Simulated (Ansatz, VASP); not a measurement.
C in VASP and in Ansatz

INCAR

```
SYSTEM = C
  PREC = Accurate
  ENCUT = 520
  EDIFF = 1E-7
  ISMEAR = 0
  SIGMA = 0.05
  LREAL = .FALSE.
  LASPH = .TRUE.
  NELM = 80
  ALGO = Normal
  ISIF = 2
  LWAVE = .FALSE.
  LCHARG = .TRUE.
  GGA = PS
  IVDW = 12
  LELF = .TRUE.
  LVHAR = .TRUE.
  NBANDS = 11
```

File KPOINTS:

```
Automatic mesh
0
G
  15 15 15
  0 0 0
```

The input POSCAR:

```
C
1.0
    1.2290461105      0.7095901028      3.2829684898
   -1.2290461105      0.7095901028      3.2829684898
    0.0000000000     -1.4191802055      3.2829684898
C
2
Direct
    0.1571885209      0.1571885209      0.1853738069
    0.8428114791      0.8428114791      0.8146261931
```

Input for Ansatz:

```yaml
crystal:
  lattice:
    - [1.2290461105, 0.7095901028, 3.2829684898]
    - [-1.2290461105, 0.7095901028, 3.2829684898]
    - [0.0, -1.4191802055, 3.2829684898]
  atoms:
    - { symbol: C, position: [0.1571885209, 0.1571885209, 0.1853738069] }
    - { symbol: C, position: [0.8428114791, 0.8428114791, 0.8146261931] }
basis:
  ecutwfc: 520.0
kpoints:
  mp_grid: { grid: [15, 15, 15] }
hamiltonian:
  xc: pbesol
  pseudopotentials: { kind: paw, azcp: { folder: soft_1 } }
  dispersion: d3bj
scf:
  occupations: { method: gaussian, width: 0.05 }
output:
  forces: true
  stress: true
  eigenvalues: true
```

Change from the starting cell: mode 4 frozen in at +0.000 Å and mode 6 at -0.040 Å (largest displacements).

Alike in both runs: task single point; functional PBEsol; dispersion D3(BJ); k mesh 15 × 15 × 15; occupations gaussian, width 0.05 eV; no spin polarisation.

```csv
,VASP,Ansatz
version,VASP 6.6.1,Ansatz 0.2.0
potentials or method,"VASP PAW PBE potentials, release 64 (C), cutoff 520 eV","scalar-relativistic, plane waves, PAW"
valence electrons in the cell,8,8
```

VASP gave:

- gap on the k mesh at the Fermi level (eV): 0.33
- least direct gap on the mesh (eV): 0.39
- pressure (GPa): 4.1
- traceless stress, the component that is largest in VASP (GPa): 12.60
- rms of the force components (eV/Å): 2.804

Question: Which values does Ansatz return?

Answer: gap on the k mesh at the Fermi level (eV): 0.33; least direct gap on the mesh (eV): 0.40; pressure (GPa): 3.4; traceless stress, the component that is largest in VASP (GPa): 12.02; rms of the force components (eV/Å): 2.796.

VASP's potentials were made for PBE, not for PBEsol, and Ansatz warns of the same on its side. Atom by atom the forces differ by 0.008 eV/Å (rms over components).
